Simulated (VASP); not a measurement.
# Zr2B3 (R-3m) in VASP: single point with PBE+U

Aim: the single point of Zr2B3 with PBE+U.

Everything below comes from runs of VASP 6.6.1. Logs are shortened: lines on timing, memory, paths and dates and some standing lists are left out, and cuts for length are marked.

### Step 1. The cell of the first run

It takes space group R-3m (No. 166, trigonal). Conventional cell: a = 3.454 Å, b = 3.454 Å, c = 18.876 Å, α = 90.00°, β = 90.00°, γ = 120.00°. Within 3.4 Å of Zr (site symmetry 3m) lie 6 B at 2.57 Å and 3 Zr at 3.19 Å. B (site symmetry 2/m) has 4 B at 1.73 Å within 2.3 Å.

### Step 2. Single point, PBE+U

The input, INCAR:

```
ALGO     = Normal         # electronic algorithm
EDIFF    = 1E-7           # SCF threshold, eV
ENCUT    = 520            # plane-wave cutoff, eV
GGA      = PE             # functional
ISIF     = 2              # what is computed and relaxed
ISMEAR   = 0              # smearing method
LASPH    = T              # aspherical terms in the spheres
LCHARG   = F              # write CHGCAR
LDAU     = T              # DFT+U
LDAUJ    = 0 0          
LDAUL    = 2 -1           # shell
LDAUPRINT= 1            
LDAUTYPE = 2            
LDAUU    = 5 0            # U, eV
LMAXMIX  = 4              # l up to which the mixer works
LREAL    = F              # projectors in reciprocal space
LWAVE    = F              # write WAVECAR
NBANDS   = 24             # bands
NELM     = 150            # most SCF steps
PREC     = Accurate       # precision mode
SIGMA    = 0.1            # smearing width, eV
```

The input, KPOINTS:

```
k-points
0
Gamma
  12 12 12
```

The input, POSCAR:

```
Zr2B3
1.0
    1.7268082892      0.9969732306      6.2919739454
   -1.7268082892      0.9969732306      6.2919739454
    0.0000000000     -1.9939464612      6.2919739454
Zr B
2 3
Direct
    0.3993760902      0.3993760902      0.3993760902
    0.6006239098      0.6006239098      0.6006239098
    0.0000000000      0.5000000000      0.0000000000
    0.0000000000      0.0000000000      0.5000000000
    0.5000000000      0.0000000000      0.0000000000
```

Potentials or basis: VASP PAW PBE potentials, release 64 (Zr_sv, B).

Run with:

```bash
cat potpaw_PBE.64/Zr_sv/POTCAR potpaw_PBE.64/B/POTCAR > POTCAR
mpirun -np 1 vasp_std > vasp.out
```

OUTCAR:

```text
EDIFF = 1E-7
   ENCUT = 520
   GGA = PE
   ISIF = 2
   ISMEAR = 0
   LASPH = T
   LREAL = F
   NELM = 150
   PREC = Accurate

 ion  position               nearest neighbor table
   1  0.399  0.399  0.399-   3 2.57   5 2.57   3 2.57   5 2.57   4 2.57   4 2.57   2 3.19   2 3.19
                             2 3.19   2 3.80
   2  0.601  0.601  0.601-   5 2.57   3 2.57   3 2.57   5 2.57   4 2.57   4 2.57   1 3.19   1 3.19
                             1 3.19   1 3.80
   3  0.000  0.500  0.000-   4 1.73   4 1.73   5 1.73   5 1.73   1 2.57   2 2.57   1 2.57   2 2.57

   4  0.000  0.000  0.500-   3 1.73   5 1.73   3 1.73   5 1.73   1 2.57   2 2.57   1 2.57   2 2.57

   5  0.500  0.000  0.000-   4 1.73   4 1.73   3 1.73   3 1.73   1 2.57   2 2.57   1 2.57   2 2.57

  LATTYP: Found a trigonal (rhomboedric) cell.
 ALAT       =     6.6003604917
 COS(alpha) =     0.8631064667

  Lattice vectors:

 A1 = (   1.7268082892,   0.9969732306,   6.2919739454)
 A2 = (  -1.7268082892,   0.9969732306,   6.2919739454)
 A3 = (   0.0000000000,  -1.9939464612,   6.2919739454)

Analysis of symmetry for initial positions (statically):
=====================================================================
 Subroutine PRICEL returns:
 Original cell was already a primitive cell.

 Routine SETGRP: Setting up the symmetry group for a
 trigonal (rhombohedral) supercell.

 Subroutine GETGRP returns: Found 12 space group operations
 (whereof 12 operations were pure point group operations)
 out of a pool of 12 trial point group operations.

The static configuration has the point symmetry D_3d.

Analysis of symmetry for dynamics (positions and initial velocities):
=====================================================================
 Subroutine PRICEL returns:
 Original cell was already a primitive cell.

 Routine SETGRP: Setting up the symmetry group for a
 trigonal (rhombohedral) supercell.

 Subroutine GETGRP returns: Found 12 space group operations
 (whereof 12 operations were pure point group operations)
 out of a pool of 12 trial point group operations.

The dynamic configuration has the point symmetry D_3d.

 Subroutine INISYM returns: Found 12 space group operations
 (whereof 12 operations are pure point group operations),
 and found     1 'primitive' translations

----------------------------------------------------------------------------------------

                                     Primitive cell

  volume of cell :      64.9929

  direct lattice vectors                    reciprocal lattice vectors
     1.726808289  0.996973231  6.291973945     0.289551540  0.167172660  0.052977545
    -1.726808289  0.996973231  6.291973945    -0.289551540  0.167172660  0.052977545
     0.000000000 -1.993946461  6.291973945     0.000000000 -0.334345320  0.052977545

  length of vectors
     6.600360492  6.600360492  6.600360492     0.338516488  0.338516488  0.338516488

  position of ions in fractional coordinates (direct lattice)
     0.399376090  0.399376090  0.399376090
     0.600623910  0.600623910  0.600623910
     0.000000000  0.500000000  1.000000000
     1.000000000  1.000000000  0.500000000
     0.500000000  0.000000000  1.000000000

  ion indices of the primitive-cell ions
   primitive index   ion index
                 1           1
                 2           2
[... 103 lines left out ...]
   J (eV)           for each species LDAUJ =   0.0  0.0
   GGA     = PE    functional components
   LHFCALC =     F    Hartree Fock is set to
   AEXX    =    0.0000 exact exchange contribution
   IVDW    =     0    specifies the selected vdW correction
   LEPSILON=     F    determine dielectric tensor
   LRPA    =     F    only Hartree local field effects (RPA)
 non-spin polarized calculation
 Gauss-broadening in eV      SIGMA  =   0.10
  energy-cutoff  :      520.00
  volume of cell :       64.99
 maximum number of plane-waves:      1775
 NGX is ok and might be reduce to    50
   NGX = 25   NGY = 25   NGZ = 25

atom =   1  type =  1  l = 2

 onsite density matrix

spin component  1

  0.1422  0.0000 -0.0000  0.0222 -0.0000
  0.0000  0.1460 -0.0000  0.0000  0.0222
 -0.0000 -0.0000  0.1330 -0.0000 -0.0000
  0.0222  0.0000 -0.0000  0.1460 -0.0000
 -0.0000  0.0222 -0.0000 -0.0000  0.1422

spin component  2

  0.1422  0.0000 -0.0000  0.0222 -0.0000
  0.0000  0.1460 -0.0000  0.0000  0.0222
 -0.0000 -0.0000  0.1330 -0.0000 -0.0000
  0.0222  0.0000 -0.0000  0.1460 -0.0000
 -0.0000  0.0222 -0.0000 -0.0000  0.1422

 occupancies and eigenvectors

  o =  0.1218  v = -0.0000  0.6763 -0.0000  0.0000 -0.7366  0.0000  0.0000  0.0000  0.0000  0.0000      0.0000  0.0000  0.0000  0.0000  0.0000  0.0000  0.0000  0.0000  0.0000  0.0000
  o =  0.1218  v =  0.0000  0.0000  0.0000  0.0000  0.0000 -0.0000  0.6763 -0.0000  0.0000 -0.7366      0.0000  0.0000  0.0000  0.0000  0.0000  0.0000  0.0000  0.0000  0.0000  0.0000
  o =  0.1218  v =  0.0000  0.0000  0.0000  0.0000  0.0000 -0.7366 -0.0000  0.0000  0.6763  0.0000      0.0000  0.0000  0.0000  0.0000  0.0000  0.0000  0.0000  0.0000  0.0000  0.0000
  o =  0.1218  v = -0.7366 -0.0000  0.0000  0.6763  0.0000  0.0000  0.0000  0.0000  0.0000  0.0000      0.0000  0.0000  0.0000  0.0000  0.0000  0.0000  0.0000  0.0000  0.0000  0.0000
  o =  0.1330  v =  0.0000 -0.0000 -1.0000 -0.0000  0.0000  0.0000  0.0000  0.0000  0.0000  0.0000      0.0000  0.0000  0.0000  0.0000  0.0000  0.0000  0.0000  0.0000  0.0000  0.0000
  o =  0.1330  v =  0.0000  0.0000  0.0000  0.0000  0.0000  0.0000 -0.0000 -1.0000 -0.0000  0.0000      0.0000  0.0000  0.0000  0.0000  0.0000  0.0000  0.0000  0.0000  0.0000  0.0000
  o =  0.1663  v = -0.0000 -0.7366  0.0000 -0.0000 -0.6763  0.0000  0.0000  0.0000  0.0000  0.0000      0.0000  0.0000  0.0000  0.0000  0.0000  0.0000  0.0000  0.0000  0.0000  0.0000
  o =  0.1663  v =  0.0000  0.0000  0.0000  0.0000  0.0000 -0.0000 -0.7366  0.0000 -0.0000 -0.6763      0.0000  0.0000  0.0000  0.0000  0.0000  0.0000  0.0000  0.0000  0.0000  0.0000
  o =  0.1663  v = -0.6763  0.0000 -0.0000 -0.7366  0.0000  0.0000  0.0000  0.0000  0.0000  0.0000      0.0000  0.0000  0.0000  0.0000  0.0000  0.0000  0.0000  0.0000  0.0000  0.0000
  o =  0.1663  v =  0.0000  0.0000  0.0000  0.0000  0.0000 -0.6763  0.0000 -0.0000 -0.7366  0.0000      0.0000  0.0000  0.0000  0.0000  0.0000  0.0000  0.0000  0.0000  0.0000  0.0000

atom =   2  type =  1  l = 2

 onsite density matrix

spin component  1

  0.1422 -0.0000 -0.0000  0.0222 -0.0000
 -0.0000  0.1460 -0.0000  0.0000  0.0222
 -0.0000 -0.0000  0.1330 -0.0000 -0.0000
  0.0222  0.0000 -0.0000  0.1460 -0.0000
 -0.0000  0.0222 -0.0000 -0.0000  0.1422

spin component  2

  0.1422 -0.0000 -0.0000  0.0222 -0.0000
 -0.0000  0.1460 -0.0000  0.0000  0.0222
 -0.0000 -0.0000  0.1330 -0.0000 -0.0000
  0.0222  0.0000 -0.0000  0.1460 -0.0000
 -0.0000  0.0222 -0.0000 -0.0000  0.1422

 occupancies and eigenvectors

  o =  0.1218  v =  0.0000  0.6763 -0.0000 -0.0000 -0.7366  0.0000  0.0000  0.0000  0.0000  0.0000      0.0000  0.0000  0.0000  0.0000  0.0000  0.0000  0.0000  0.0000  0.0000  0.0000
  o =  0.1218  v =  0.0000  0.0000  0.0000  0.0000  0.0000  0.0000  0.6763 -0.0000 -0.0000 -0.7366      0.0000  0.0000  0.0000  0.0000  0.0000  0.0000  0.0000  0.0000  0.0000  0.0000
  o =  0.1218  v =  0.0000  0.0000  0.0000  0.0000  0.0000  0.7366 -0.0000  0.0000 -0.6763  0.0000      0.0000  0.0000  0.0000  0.0000  0.0000  0.0000  0.0000  0.0000  0.0000  0.0000
  o =  0.1218  v =  0.7366 -0.0000  0.0000 -0.6763  0.0000  0.0000  0.0000  0.0000  0.0000  0.0000      0.0000  0.0000  0.0000  0.0000  0.0000  0.0000  0.0000  0.0000  0.0000  0.0000
  o =  0.1330  v = -0.0000  0.0000  1.0000  0.0000 -0.0000  0.0000  0.0000  0.0000  0.0000  0.0000      0.0000  0.0000  0.0000  0.0000  0.0000  0.0000  0.0000  0.0000  0.0000  0.0000
  o =  0.1330  v =  0.0000  0.0000  0.0000  0.0000  0.0000 -0.0000  0.0000  1.0000  0.0000 -0.0000      0.0000  0.0000  0.0000  0.0000  0.0000  0.0000  0.0000  0.0000  0.0000  0.0000
  o =  0.1663  v =  0.0000 -0.7366  0.0000  0.0000 -0.6763  0.0000  0.0000  0.0000  0.0000  0.0000      0.0000  0.0000  0.0000  0.0000  0.0000  0.0000  0.0000  0.0000  0.0000  0.0000
  o =  0.1663  v =  0.0000  0.0000  0.0000  0.0000  0.0000  0.0000 -0.7366  0.0000  0.0000 -0.6763      0.0000  0.0000  0.0000  0.0000  0.0000  0.0000  0.0000  0.0000  0.0000  0.0000
  o =  0.1663  v = -0.6763 -0.0000  0.0000 -0.7366 -0.0000  0.0000  0.0000  0.0000  0.0000  0.0000      0.0000  0.0000  0.0000  0.0000  0.0000  0.0000  0.0000  0.0000  0.0000  0.0000
  o =  0.1663  v =  0.0000  0.0000  0.0000  0.0000  0.0000 -0.6763 -0.0000  0.0000 -0.7366 -0.0000      0.0000  0.0000  0.0000  0.0000  0.0000  0.0000  0.0000  0.0000  0.0000  0.0000

 number of electron      33.0000000 magnetization

 Free energy of the ion-electron system (eV)
  ---------------------------------------------------
  ext. energy  EPLUGINS =         0.00000000
  ---------------------------------------------------
  free energy    TOTEN  =       -31.34877471 eV

  energy without entropy =      -31.33418650  energy(sigma->0) =      -31.34148060

 E-fermi :   9.5112     XC(G=0): -11.5458

 val. band max:        9.5084335192   @ k =  -0.4167   0.2500   0.1667
 cond. band min:       9.5116671237   @ k =   0.5000   0.5000   0.3333
 fundamental gap:      0.0032336045
 Fermi energy:         9.5112140374

 k-point     1 :       0.0000    0.0000    0.0000
  band No.  band energies     occupation
      1     -40.6130      2.00000
      2     -40.5414      2.00000
      3     -18.9391      2.00000
      4     -18.4364      2.00000
      5     -18.4013      2.00000
      6     -18.4013      2.00000
[... 637 lines left out ...]
     23      13.7889      0.00000
     24      14.3399      0.00000

 [... further k-points ...]
[... 5 lines left out ...]
  --------------------------------------------------------------------------------------
  -------------------------------------------------------------------------------------
  Total        2.9614701      2.9614701      5.1056549      0.0000000      0.0000000      0.0000000
  in kB       73.0049222     73.0049222    125.8624696      0.0000000      0.0000000      0.0000000
  external PRESSURE =      90.6241047 kB  Pullay stress =       0.0000000 kB

 VOLUME and BASIS-vectors are now :
 -----------------------------------------------------------------------------
  energy-cutoff  :      520.00
  volume of cell :       64.99
      direct lattice vectors                 reciprocal lattice vectors
     1.726808289  0.996973231  6.291973945     0.289551540  0.167172660  0.052977545
    -1.726808289  0.996973231  6.291973945    -0.289551540  0.167172660  0.052977545
     0.000000000 -1.993946461  6.291973945     0.000000000 -0.334345320  0.052977545

 POSITION                                       TOTAL-FORCE (eV/Angst)
 -----------------------------------------------------------------------------------
      0.00000      0.00000      7.53859        -0.000000      0.000000     -0.165627
      0.00000      0.00000     11.33733        -0.000000     -0.000000      0.165627
     -0.86340      0.49849      3.14599         0.000000     -0.000000      0.000000
      0.00000     -0.99697      3.14599        -0.000000     -0.000000      0.000000
      0.86340      0.49849      3.14599        -0.000000      0.000000      0.000000
 -----------------------------------------------------------------------------------
    total drift:                                0.000000     -0.000000      0.000000

  FREE ENERGIE OF THE ION-ELECTRON SYSTEM (eV)
  ---------------------------------------------------
  free  energy   TOTEN  =       -31.3487747051 eV

  energy  without entropy=      -31.3341865024  energy(sigma->0) =      -31.34148060
```

It took 9.5 min on 1 thread of AMD EPYC 9R45 (Zen 5), shared host; peak memory 0.48 GiB.

What came out:

| Item | Value |
| --- | --- |
| Free energy | -31.3488 eV |
| Pressure | 9.1 GPa |
| Largest force | 0.166 eV/Å |

Forces on the atoms (eV/Å):
```
Zr   0.000  0.000 -0.166
Zr   0.000  0.000  0.166
B    0.000  0.000  0.000
B    0.000  0.000  0.000
B    0.000  0.000  0.000
```

Stress tensor (GPa, compression positive):
```
 7.30  0.00  0.00
 0.00  7.30  0.00
 0.00  0.00 12.59
```

Eigenvalues of the final occupation matrices:
| site | spin | trace | eigenvalues |
| --- | --- | --- | --- |
| site 1 d | 1 | 0.71 | 0.12 0.12 0.13 0.17 0.17 |
| site 1 d | 2 | 0.71 | 0.12 0.12 0.13 0.17 0.17 |
| site 2 d | 1 | 0.71 | 0.12 0.12 0.13 0.17 0.17 |
| site 2 d | 2 | 0.71 | 0.12 0.12 0.13 0.17 0.17 |

Caveat: U without spin polarisation on a metal has little footing; the U is typed as a test and isn't derived for this compound.
